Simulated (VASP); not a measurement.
A run of VASP 6.6.1:

INCAR

```
SYSTEM = Si
PREC     = Accurate       ! precision mode
ENCUT    = 520            ! plane-wave cutoff, eV
EDIFF    = 1E-6           ! SCF threshold, eV
ISMEAR   = 0              ! smearing method
SIGMA    = 0.02           ! smearing width, eV
LREAL    = .False.        ! projectors in reciprocal space
LASPH    = .True.         ! aspherical terms in the spheres
NELM     = 60             ! most SCF steps
ALGO     = Normal         ! electronic algorithm
ISIF     = 2              ! what is computed and relaxed
LWAVE    = .False.        ! write WAVECAR
LCHARG   = .False.        ! write CHGCAR
GGA      = PS             ! functional
NBANDS   = 16             ! bands
```

The input KPOINTS:

```
regular mesh
0
Gamma
  10 10 8
  0 0 0
```

The input POSCAR:

```
Si
1.0
    2.8799321064      2.8799321064      0.0000000000
   -2.8799321064      2.8799321064      0.0000000000
    0.0000000000      0.0000000000      5.7598642128
Si
4
Direct
    0.0000000000      0.5000000000      0.2500000000
    0.0000000000      0.0000000000      0.5000000000
    0.5000000000      0.0000000000      0.7500000000
    0.5000000000      0.5000000000      0.0000000000
```

Potentials or basis: VASP PAW PBE potentials, release 64 (Si).

Run with:

```bash
$ cat potpaw_PBE.64/Si/POTCAR > POTCAR
$ mpirun -np 1 vasp_std > vasp.out
```

Hardware: 1 thread of AMD EPYC 7R13, with other jobs on the host.

How long does it take, and how much memory?

It took 98 s on 1 thread of AMD EPYC 7R13, on a shared host, peak memory 0.26 GiB. Counts: scf iterations 11, k points 105.
